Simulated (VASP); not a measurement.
# InSb (F-43m) in VASP: further runs, part 2 of 2

VASP 6.6.1. The steps go on from the part before.

**3. Single point, r2SCAN+D3(BJ) (35.44 Å³/atom)**

This run uses another cell than the first one, of 35.44 Å³/atom.

The input, POSCAR:

```
InSb
1.0
    0.0000000000      3.2846304107      3.2846304107
    3.2846304107      0.0000000000      3.2846304107
    3.2846304107      3.2846304107      0.0000000000
In Sb
1 1
Direct
    0.0000000000      0.0000000000      0.0000000000
    0.7500000000      0.7500000000      0.7500000000
```

The input, INCAR.step1:

```
  PREC = Accurate
  ENCUT = 550
  ISMEAR = 0
  SIGMA = 0.05
  LREAL = False
  LASPH = True
  NELM = 120
  NBANDS = 16
  GGA = PE
  ALGO = Normal
  EDIFF = 1E-5
  LWAVE = True
  LCHARG = False
  GGA_COMPAT = False
```

The input, INCAR.step2:

```
  PREC = Accurate
  ENCUT = 550
  EDIFF = 1E-6
  ISMEAR = 0
  SIGMA = 0.05
  LREAL = False
  LASPH = True
  NELM = 120
  ALGO = Normal
  ISIF = 2
  LWAVE = False
  LCHARG = False
  METAGGA = R2SCAN
  LMIXTAU = True
  IVDW = 12
  VDW_S6 = 1.0
  VDW_S8 = 0.78981345
  VDW_A1 = 0.49484001
  VDW_A2 = 5.73083694
  NBANDS = 16
  ISTART = 1
  GGA_COMPAT = False
```

The input, KPOINTS:

```
regular mesh
0
Gamma
  6 6 6
```

Potentials or basis: VASP PAW PBE potentials, release 64 (In_d, Sb).

Run with:

```sh
cat potpaw_PBE.64/In_d/POTCAR potpaw_PBE.64/Sb/POTCAR > POTCAR
cp INCAR.step1 INCAR
mpirun -np 1 vasp_std > vasp.out
cp INCAR.step2 INCAR
mpirun -np 1 vasp_std > vasp.out
```

OUTCAR:

```text
PREC = Accurate
   ENCUT = 550
   EDIFF = 1E-6
   ISMEAR = 0
   LREAL = False
   LASPH = True
   NELM = 120
   ISIF = 2
   METAGGA = R2SCAN
   IVDW = 12
   ISTART = 1
 IVDW          = 12

 ion  position               nearest neighbor table
   1  0.000  0.000  0.000-   2 2.84   2 2.84   2 2.84   2 2.84
   2  0.750  0.750  0.750-   1 2.84   1 2.84   1 2.84   1 2.84

  LATTYP: Found a face centered cubic cell.
 ALAT       =     6.5692608214

  Lattice vectors:

 A1 = (   0.0000000000,   3.2846304107,   3.2846304107)
 A2 = (   3.2846304107,   0.0000000000,   3.2846304107)
 A3 = (   3.2846304107,   3.2846304107,   0.0000000000)

Analysis of symmetry for initial positions (statically):
=====================================================================
 Subroutine PRICEL returns:
 Original cell was already a primitive cell.

 Routine SETGRP: Setting up the symmetry group for a
 face centered cubic supercell.

 Subroutine GETGRP returns: Found 24 space group operations
 (whereof 24 operations were pure point group operations)
 out of a pool of 48 trial point group operations.

The static configuration has the point symmetry T_d .

Analysis of symmetry for dynamics (positions and initial velocities):
=====================================================================
 Subroutine PRICEL returns:
 Original cell was already a primitive cell.

 Routine SETGRP: Setting up the symmetry group for a
 face centered cubic supercell.

 Subroutine GETGRP returns: Found 24 space group operations
 (whereof 24 operations were pure point group operations)
 out of a pool of 48 trial point group operations.

The dynamic configuration has the point symmetry T_d .

 Subroutine INISYM returns: Found 24 space group operations
 (whereof 24 operations are pure point group operations),
 and found     1 'primitive' translations

----------------------------------------------------------------------------------------

                                     Primitive cell

  volume of cell :      70.8744

  direct lattice vectors                    reciprocal lattice vectors
     0.000000000  3.284630411  3.284630411    -0.152224128  0.152224128  0.152224128
     3.284630411  0.000000000  3.284630411     0.152224128 -0.152224128  0.152224128
     3.284630411  3.284630411  0.000000000     0.152224128  0.152224128 -0.152224128

  length of vectors
     4.645168874  4.645168874  4.645168874     0.263659924  0.263659924  0.263659924

  position of ions in fractional coordinates (direct lattice)
     0.000000000  0.000000000  0.000000000
     0.750000000  0.750000000  0.750000000

  ion indices of the primitive-cell ions
   primitive index   ion index
                 1           1
                 2           2

----------------------------------------------------------------------------------------

 KPOINTS: regular mesh

Automatic generation of k-mesh.
 Grid dimensions read from file:
 generate k-points for:    6    6    6

 Generating k-lattice:

  Cartesian coordinates                     Fractional coordinates (reciprocal lattice)
    -0.025370688  0.025370688  0.025370688     0.166666667  0.000000000  0.000000000
     0.025370688 -0.025370688  0.025370688     0.000000000  0.166666667  0.000000000
     0.025370688  0.025370688 -0.025370688     0.000000000  0.000000000  0.166666667

  Length of vectors
     0.043943321  0.043943321  0.043943321

  Shift w.r.t. Gamma in fractional coordinates (k-lattice)
     0.000000000  0.000000000  0.000000000

 Subroutine IBZKPT returns following result:
 ===========================================

 Found     16 irreducible k-points:

 Following reciprocal coordinates:
            Coordinates               Weight
  0.000000  0.000000  0.000000      1.000000
  0.166667  0.000000  0.000000      8.000000
  0.333333  0.000000  0.000000      8.000000
  0.500000  0.000000  0.000000      4.000000
  0.166667  0.166667  0.000000      6.000000
  0.333333  0.166667  0.000000     24.000000
[... 8 lines left out ...]
 -0.333333  0.333333  0.166667     24.000000
 -0.333333  0.500000  0.166667     12.000000
   k-points           NKPTS =     16   k-points in BZ     NKDIM =     16   number of bands    NBANDS=     16
   number of dos      NEDOS =    301   number of ions     NIONS =      2
   total plane-waves  NPLWV =  46656
   dimension x,y,z NGX =    36 NGY =   36 NGZ =   36
   dimension x,y,z NGXF=    72 NGYF=   72 NGZF=   72
   ions per type =               1   1
   NGX,Y,Z   is equivalent  to a cutoff of  12.88, 12.88, 12.88 a.u.
   NGXF,Y,Z  is equivalent  to a cutoff of  25.77, 25.77, 25.77 a.u.
 SYSTEM =  unknown system
   PREC   = accura    normal or accurate (medium, high low for compatibility)
   ISTART =      1    job   : 0-new  1-cont  2-samecut
   ICHARG =      0    charge: 1-file 2-atom 10-const
   ISPIN  =      1    spin polarized calculation?
   LNONCOLLINEAR =      F non collinear calculations
   LSORBIT =      F    spin-orbit coupling
   LASPH  =      T    aspherical Exc in radial PAW
   ENCUT  =  550.0 eV  40.42 Ry    6.36 a.u.   8.88  8.88  8.88*2*pi/ulx,y,z
   NELM   =    120;   NELMIN=  2; NELMDL=  0     # of ELM steps
   EDIFF  = 0.1E-05   stopping-criterion for ELM
   LREAL  =      F    real-space projection
   EDIFFG = 0.1E-04   stopping-criterion for IOM
   NSW    =      0    number of steps for IOM
   IBRION =     -1    ionic relax: 0-MD 1-quasi-New 2-CG
   NFREE  =      0    steps in history (QN), initial steepest desc. (CG)
   ISIF   =      2    stress and relaxation
   ISYM   =      2    0-nonsym 1-usesym 2-fastsym
   POTIM  = 0.5000    time-step for ionic-motion
   TEBEG  =    0.0;   TEEND  =   0.0 temperature during run
   PSTRESS=    0.0 pullay stress
   NELECT =      18.0000    total number of electrons
   NUPDOWN=      -1.0000    fix difference up-down
   EMIN   =  10.00;   EMAX   =-10.00  energy-range for DOS
   EFERMI =   0.00;   METHOD = LEGACY
   ISMEAR =     0;   SIGMA  =   0.05  broadening in eV -4-tet -1-fermi 0-gaus
   EFERMI_NEDOS =   21; number of points for ismear=-14 and -15
   IALGO  =     38    algorithm
   IMIX   =      4    mixing-type and parameters
     AMIX     =   0.40;   BMIX     =  1.00
     AMIX_MAG =   1.60;   BMIX_MAG =  1.00
  volume/ion in A,a.u.               =      35.44       239.14
  Fermi-wavevector in a.u.,A,eV,Ry     =   1.036738  1.959151 14.623901  1.074826
  Thomas-Fermi vector in A             =   2.171143
   LORBIT       =      0    0 simple, 1 ext, 2 COOP (PROOUT), +10 PAW based schemes
   METAGGA = R2SCAN    functional components
   LHFCALC =     F    Hartree Fock is set to
   AEXX    =    0.0000 exact exchange contribution
   IVDW    =    12    specifies the selected vdW correction
   LEPSILON=     F    determine dielectric tensor
   LRPA    =     F    only Hartree local field effects (RPA)
 non-spin polarized calculation
 Gauss-broadening in eV      SIGMA  =   0.05
  energy-cutoff  :      550.00
  volume of cell :       70.87
 maximum number of plane-waves:      2090
   NGX = 17   NGY = 17   NGZ = 17

 number of electron      18.0000001 magnetization

 Free energy of the ion-electron system (eV)
  ---------------------------------------------------
  ext. energy  EPLUGINS =         0.00000000
  ---------------------------------------------------
  free energy    TOTEN  =       -48.74851705 eV

  energy without entropy =      -48.74810777  energy(sigma->0) =      -48.74831241

 E-fermi :   4.5141     XC(G=0):  -9.0546

 val. band max:        4.4937187199   @ k =   0.0000   0.0000   0.0000
 cond. band min:       5.2460384737   @ k =   0.5000   0.0000   0.0000
 fundamental gap:      0.7523197538
 Fermi energy:         4.5140828743

 k-point     1 :       0.0000    0.0000    0.0000
  band No.  band energies     occupation
      1     -10.5237      2.00000
      2     -10.5237      2.00000
      3     -10.5237      2.00000
      4     -10.4342      2.00000
      5     -10.4342      2.00000
      6      -6.3606      2.00000
[... 8 lines left out ...]
     15      13.1121      0.00000
     16      13.1121      0.00000
[... 267 lines left out ...]
 k-point    16 :      -0.3333    0.5000    0.1667
  band No.  band energies     occupation
      1     -10.5892      2.00000
      2     -10.4923      2.00000
      3     -10.4838      2.00000
      4     -10.4455      2.00000
      5     -10.4293      2.00000
      6      -4.3933      2.00000
[... 8 lines left out ...]
     15      14.5954      0.00000
     16      15.4020      0.00000

------------------------ aborting loop because EDIFF is reached ----------------------------------------

 Edisp (eV)   -0.30489

 E8    (eV) :    -0.1182

  FORCE on cell =-STRESS in cart. coord.  units (eV):
  Direction    XX          YY          ZZ          XY          YZ          ZX
  --------------------------------------------------------------------------------------
  -------------------------------------------------------------------------------------
  Total      -0.38703    -0.38703    -0.38703    -0.00000     0.00000    -0.00000
  in kB      -8.74909    -8.74909    -8.74909    -0.00000     0.00000    -0.00000
  external pressure =       -8.75 kB  Pullay stress =        0.00 kB

 VOLUME and BASIS-vectors are now :
 -----------------------------------------------------------------------------
  energy-cutoff  :      550.00
  volume of cell :       70.87
      direct lattice vectors                 reciprocal lattice vectors
     0.000000000  3.284630411  3.284630411    -0.152224128  0.152224128  0.152224128
     3.284630411  0.000000000  3.284630411     0.152224128 -0.152224128  0.152224128
     3.284630411  3.284630411  0.000000000     0.152224128  0.152224128 -0.152224128

 POSITION                                       TOTAL-FORCE (eV/Angst)
 -----------------------------------------------------------------------------------
      0.00000      0.00000      0.00000         0.000000      0.000000      0.000000
      4.92695      4.92695      4.92695        -0.000000     -0.000000     -0.000000
 -----------------------------------------------------------------------------------
    total drift:                               -0.000000     -0.000000      0.000000

  FREE ENERGIE OF THE ION-ELECTRON SYSTEM (eV)
  ---------------------------------------------------
  free  energy   TOTEN  =       -49.0534082830 eV

  energy  without entropy=      -49.0529990112  energy(sigma->0) =      -49.05320365
```

It took 2.8 min on 1 thread of Intel Xeon 8259CL, shared host; peak memory 0.23 GiB.

Results:

| Property | Result |
| --- | --- |
| Free energy | -49.0534 eV |
| Pressure | -0.9 GPa |
| Band gap on the k mesh | zero (filled and empty bands touch) |
| Dispersion energy per atom | -0.152 eV |

Caveat: three body term missing; semilocal functionals underestimate gaps, so a narrow gap can read as zero; the PAW data sets were made with another functional, which shifts forces and pressure a little; spin-orbit coupling is left out, which moves the levels of the heavy elements.

**4. Single point, r2SCAN+D3(BJ) (36.13 Å³/atom)**

This run uses another cell than the first one, of 36.13 Å³/atom.

The input, POSCAR:

```
InSb
1.0
    0.0000000000      3.3059597773      3.3059597773
    3.3059597773      0.0000000000      3.3059597773
    3.3059597773      3.3059597773      0.0000000000
In Sb
1 1
Direct
    0.0000000000      0.0000000000      0.0000000000
    0.7500000000      0.7500000000      0.7500000000
```

The input, INCAR.step1:

```
  PREC = Accurate
  ENCUT = 550
  ISMEAR = 0
  SIGMA = 0.05
  LREAL = F
  LASPH = T
  NELM = 120
  NBANDS = 16
  GGA = PE
  ALGO = Normal
  EDIFF = 1E-5
  LWAVE = T
  LCHARG = F
  GGA_COMPAT = F
```

The input, INCAR.step2:

```
  PREC = Accurate
  ENCUT = 550
  EDIFF = 1E-6
  ISMEAR = 0
  SIGMA = 0.05
  LREAL = F
  LASPH = T
  NELM = 120
  ALGO = Normal
  ISIF = 2
  LWAVE = F
  LCHARG = T
  METAGGA = R2SCAN
  LMIXTAU = T
  IVDW = 12
  VDW_S6 = 1.0
  VDW_S8 = 0.78981345
  VDW_A1 = 0.49484001
  VDW_A2 = 5.73083694
  LELF = T
  LVHAR = T
  NBANDS = 16
  ISTART = 1
  GGA_COMPAT = F
```

KPOINTS is that of step 3.

Run with:

```sh
cat potpaw_PBE.64/In_d/POTCAR potpaw_PBE.64/Sb/POTCAR > POTCAR
cp INCAR.step1 INCAR
mpirun -np 1 vasp_std > vasp.out
cp INCAR.step2 INCAR
mpirun -np 1 vasp_std > vasp.out
```

Wall time 3.1 min (1 thread of Intel Xeon 8259CL, shared host); peak memory 0.24 GiB.

It converged, with:

```yaml
Free_energy: -49.0428 eV
Pressure: -1.6 GPa
Band_gap_on_the_k_mesh: zero (filled and empty bands touch)
Dispersion_energy_per_atom: -0.150 eV
```

Levels at points of the mesh, in eV from the Fermi level:
```
           k point  band 7  band 8  band 9  band 10  band 11  band 12
(0.00, 0.00, 0.00)   -0.15   -0.02   -0.02    -0.02     3.21     3.21
(0.50, 0.00, 0.00)   -5.51   -0.97   -0.97     0.70     4.07     4.07
(0.50, 0.50, 0.00)   -5.82   -2.17   -2.17     1.56     1.65     8.35
```

Caveat: three body term missing; semilocal functionals underestimate gaps, so a narrow gap can read as zero; the PAW data sets were made with another functional, which shifts forces and pressure a little; spin-orbit coupling is left out, which moves the levels of the heavy elements.

**5. Single point, PBE**

This run uses another cell than the first one, of 33.98 Å³/atom.

The input, INCAR:

```
PREC     = Accurate       # precision mode
ENCUT    = 500            # plane-wave cutoff, eV
EDIFF    = 1E-6           # SCF threshold, eV
ISMEAR   = 0              # smearing method
SIGMA    = 0.05           # smearing width, eV
LREAL    = F              # projectors in reciprocal space
LASPH    = T              # aspherical terms in the spheres
NELM     = 120            # most SCF steps
ALGO     = Normal         # electronic algorithm
ISIF     = 2              # what is computed and relaxed
LWAVE    = F              # write WAVECAR
LCHARG   = F              # write CHGCAR
GGA      = PE             # functional
ISYM     = 0            
NBANDS   = 16             # bands
GGA_COMPAT= F
```

The input, KPOINTS:

```
Automatic mesh
0
Gamma
  6 6 6
  0.5 0.5 0.5
```

The input, POSCAR:

```
InSb
1.0
    0.0000000000      3.2391003701      3.2391003701
    3.2391003701      0.0000000000      3.2391003701
    3.2391003701      3.2391003701      0.0000000000
In Sb
1 1
Direct
    0.0000000000      0.0000000000      0.0000000000
    0.7500000000      0.7500000000      0.7500000000
```

Run with:

```sh
cat potpaw_PBE.64/In_d/POTCAR potpaw_PBE.64/Sb/POTCAR > POTCAR
mpirun -np 1 vasp_std > vasp.out
```

It took 12 min on 1 thread of Intel Xeon 8259CL, shared host; peak memory 0.57 GiB.

It converged, with:

| Property | Result |
| --- | --- |
| Free energy | -6.9070 eV |
| Pressure | 3.1 GPa |
| Band gap on the k mesh | 0.68 eV (least direct gap 0.84 eV) |

Levels at points of the mesh, in eV from the valence-band top:
| k point | band 5 | band 6 | band 7 | band 8 | band 9 | band 10 | band 11 | band 12 | band 13 | band 14 |
| --- | --- | --- | --- | --- | --- | --- | --- | --- | --- | --- |
| (0.08, 0.08, 0.08) | -14.42 | -10.56 | -1.15 | 0.00 | 0.00 | 0.84 | 3.20 | 3.20 | 3.20 | 6.21 |

Caveat: the cell stands under pressure; spin-orbit coupling is left out, which moves the levels of the heavy elements; a shifted mesh leaves out Γ, where band edges can lie. PBE gaps usually lie below the measured ones, often by a third to a half.

**6. Overview**

```csv
level,cell,k mesh,cutoff (eV),gap on the mesh (eV),pressure (GPa)
r2SCAN+D3(BJ),"a = 4.615 Å, angles 60.0°, 2 atoms",6 × 6 × 6,550,0.10,-0.1
r2SCAN+D3(BJ),"a = 4.645 Å, angles 60.0°, 2 atoms",6 × 6 × 6,550,none,-0.9
r2SCAN+D3(BJ),"a = 4.675 Å, angles 60.0°, 2 atoms",6 × 6 × 6,550,none,-1.6
PBE,"a = 4.581 Å, angles 60.0°, 2 atoms","6 × 6 × 6, shifted",500,0.68,3.1
```

Alike in all rows: task single point; potentials or basis VASP PAW PBE potentials, release 64 (In_d, Sb); no spin polarisation; smearing gaussian 0.05 eV.

Caveats: spin-orbit coupling is left out, which moves the levels of the heavy elements; three body term missing (at least some runs); the PAW data sets were made with another functional, which shifts forces and pressure a little (at least some runs); semilocal functionals underestimate gaps, so a narrow gap can read as zero (at least some runs); the cell stands under pressure (at least some runs); a shifted mesh leaves out Γ, where band edges can lie (at least some runs).

Total energies depend on the potentials used, so only differences within one code and one set of settings carry meaning.

**7. How close it comes**

Step 2. Measured gap of InSb: 0.24 eV (quoted in “Electronic Structure and Epitaxy of CdTe Shells on InSb Nanowires”, 2021, arxiv:2111.05126). This calculation gives 0.10 eV (-0.14 eV). Spin-orbit coupling on In, Sb is left out. The value is that of r2SCAN+D3(BJ), without temperature or zero-point motion.

Step 3. Measured gap of InSb: 0.24 eV (quoted in “Electronic Structure and Epitaxy of CdTe Shells on InSb Nanowires”, 2021, arxiv:2111.05126). This calculation gives 0.00 eV (-0.24 eV). Spin-orbit coupling on In, Sb is left out. The value is that of r2SCAN+D3(BJ) on a finite k mesh, which can miss the band edges, without temperature or zero-point motion.
